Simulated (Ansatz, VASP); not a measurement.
# One calculation of Zr, two programs

Contents of INCAR:

```
PREC     = Accurate       # precision mode
ENCUT    = 600            # plane-wave cutoff, eV
EDIFF    = 1E-7           # SCF threshold, eV
ISMEAR   = 0              # smearing method
SIGMA    = 0.1            # smearing width, eV
LREAL    = False          # projectors in reciprocal space
LASPH    = True           # aspherical terms in the spheres
NELM     = 80             # most SCF steps
ALGO     = Normal         # electronic algorithm
ISIF     = 3              # what is computed and relaxed
LWAVE    = False          # write WAVECAR
LCHARG   = False          # write CHGCAR
GGA      = PE             # functional
IBRION   = 2              # ionic algorithm
NSW      = 80             # ionic steps
EDIFFG   = -0.01          # ionic threshold
```

KPOINTS

```
regular mesh
0
Gamma
  16 16 16
```

The input POSCAR:

```
Zr
1.0
    0.0000000000      2.2594957924      2.2594957924
    2.2594957924      0.0000000000      2.2594957924
    2.2594957924      2.2594957924      0.0000000000
Zr
1
Direct
    0.0000000000      0.0000000000      0.0000000000
```

Input for Ansatz:

```yaml
crystal:
  lattice:
    - [0.0, 2.2594957923, 2.2594957923]
    - [2.2594957923, 0.0, 2.2594957923]
    - [2.2594957923, 2.2594957923, 0.0]
  atoms:
    - { symbol: Zr, position: [0.0, 0.0, 0.0] }
basis:
  ecutwfc: 420
kpoints:
  mp_grid: { grid: [16, 16, 16] }
hamiltonian:
  xc: pbe
scf:
  occupations: { method: gaussian, width: 0.1 }
output:
  forces: true
  stress: true
  eigenvalues: true
  write_density: true
  write_potential: true
  elf: true
  volumetric_format: npy
relax:
  adjacent_minimum: "off"
  f_tol: 0.01
  max_steps: 60
  cell: { stress_tol: 0.1 }
```

Alike in both runs: task relaxation of cell and atoms; functional PBE; k mesh 16 × 16 × 16; occupations gaussian, width 0.1 eV; no spin polarisation.

```csv
,VASP,Ansatz
version,VASP 6.6.1,Ansatz 0.2.0
potentials or method,"VASP PAW PBE potentials, release 64 (Zr_sv), cutoff 600 eV","scalar-relativistic, plane waves, PAW"
valence electrons in the cell,12,12
```

|  | VASP | Ansatz | Ansatz less VASP |
| --- | --- | --- | --- |
| gap on the k mesh at the Fermi level, each at its own relaxed structure (eV) | none | none | - |
| relaxed volume (Å³/atom) | 23.20 | 23.19 | -0.006 |
| relaxed cell length with the largest relative difference (Å) | 3.201 | 3.201 | -0.0003 |

A gap of «none» marks a metal or a gap that the smearing closes.
